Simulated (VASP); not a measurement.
## CoSi (NiAs type): relaxation of cell and atoms with PBE

Crystal: CoSi (NiAs type).

```
Co Si
1.0
     2.98000    0.00000    0.00000
    -1.49000    2.58076    0.00000
     0.00000    0.00000    4.61900
Co Si
2 2
Cartesian
  0.0000 0.0000 0.0000
  0.0000 0.0000 2.3095
  0.0000 1.7205 1.1548
  1.4900 0.8603 3.4643
```

```
Program                : VASP 6.6.1
Task                   : relaxation of cell and atoms
Functional             : PBE
Potentials or basis    : VASP PAW PBE potentials, release 64 (Co, Si)
Cutoff                 : 600 eV
k mesh                 : 12 × 12 × 7
Occupations            : fermi-dirac, width 0.1 eV
Spin                   : no spin polarisation
Target pressure        : 120 GPa
Dipole correction      : no
Further INCAR settings : ALGO = Normal; EDIFF = 1e-06; IBRION = 2; EDIFFG = -0.005; NSW = 60; ISIF = 3
```

| Property | Result |
| --- | --- |
| Relaxed volume | 8.92 Å³/atom |
| Relaxed cell | a = 2.946 Å, b = 2.946 Å, c = 4.743 Å, α = 90.00°, β = 90.00°, γ = 120.00° |
| Space group after relaxing (to 0.1 Å) | P6_3/mmc (No. 194) |
| Energy change on relaxing (the run minimises the enthalpy) | -32.7 meV/atom |
| Ionic steps | 8 |
| Pressure after relaxing | 120.0 GPa |
| Band gap on the k mesh | zero (bands 13 and 14 overlap by 3.43 eV) |

Stress tensor (GPa, compression positive):
```
120.05   0.00   0.00
  0.00 120.05   0.00
  0.00   0.00 119.95
```

Step by step:
```csv
step,energy change (eV),largest force (eV/Å),pressure (GPa),volume (Å³)
1,0.0000,0.0000,124.50,35.52
2,-0.9259,0.0000,101.63,36.81
3,-0.3195,0.0000,116.77,35.93
4,-0.1422,0.0000,119.96,35.68
5,-0.1242,0.0000,120.25,35.65
6,-0.1198,0.0000,120.39,35.65
7,-0.1803,0.0000,118.95,35.73
8,-0.1308,0.0000,120.01,35.66
```

Final structure:
```yaml
crystal:
  lattice:
    - [2.94635, 0.00000, 0.00000]
    - [-1.47318, 2.55161, 0.00000]
    - [0.00000, 0.00000, 4.74343]
  atoms:
    - { symbol: Co, position: [0.00000, 0.00000, 0.00000] }
    - { symbol: Co, position: [0.00000, 0.00000, 0.50000] }
    - { symbol: Si, position: [0.33333, 0.66667, 0.25000] }
    - { symbol: Si, position: [0.66667, 0.33333, 0.75000] }
```

Levels at points of the mesh, in eV from the Fermi level:
```
           k point  band 10  band 11  band 12  band 13  band 14  band 15  band 16  band 17
(0.00, 0.00, 0.00)    -3.27    -1.42    -1.42     1.05     5.49     5.49     6.99     8.05
(0.50, 0.00, 0.00)    -2.03    -1.77    -1.26    -1.13    -0.84     0.19     3.65     4.33
```

Run time: 4 min on 1 thread of Intel Xeon 8259CL, with other jobs on the host, peak memory 0.2 GiB.

Caveat: the cell is relaxed towards a set pressure, so the run minimises the enthalpy, not the energy. Spin polarisation is off, so any magnetic state and its effect on volume and gap are missing.
